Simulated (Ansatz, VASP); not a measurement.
Two plane-wave programs on N

```
N
1.0
     4.16723    0.00000    0.00000
    -2.08362    3.60893    0.00000
     0.00000    0.00000    7.00600
N
4
Direct
  0.33333 0.66667 0.32893
  0.33333 0.66667 0.17107
  0.66667 0.33333 0.82893
  0.66667 0.33333 0.67107
```

Alike in both runs: task single point; functional PBE; k mesh 4 × 4 × 2; occupations methfessel-paxton of order 1, width 0.05 eV; no spin polarisation.

|  | VASP | Ansatz |
| --- | --- | --- |
| version | VASP 6.6.1 | Ansatz 0.2.0 |
| potentials or method | VASP PAW PBE potentials, release 64 (N) | plane waves, norm-conserving potentials |
| plane-wave cutoff (eV) | 520 | 1240 |
| valence electrons in the cell | 20 | 20 |

|  | VASP | Ansatz | Ansatz less VASP |
| --- | --- | --- | --- |
| pressure (GPa) | 1.3 | -0.4 | -1.75 |
| traceless stress, the component that is largest in VASP (GPa) | 2.52 | -1.32 | -3.844 |

The k mesh is coarse, so the values compare programs but aren't converged. Noted on VASP's run: the standard files for N, O and F lose accuracy on very short bonds.
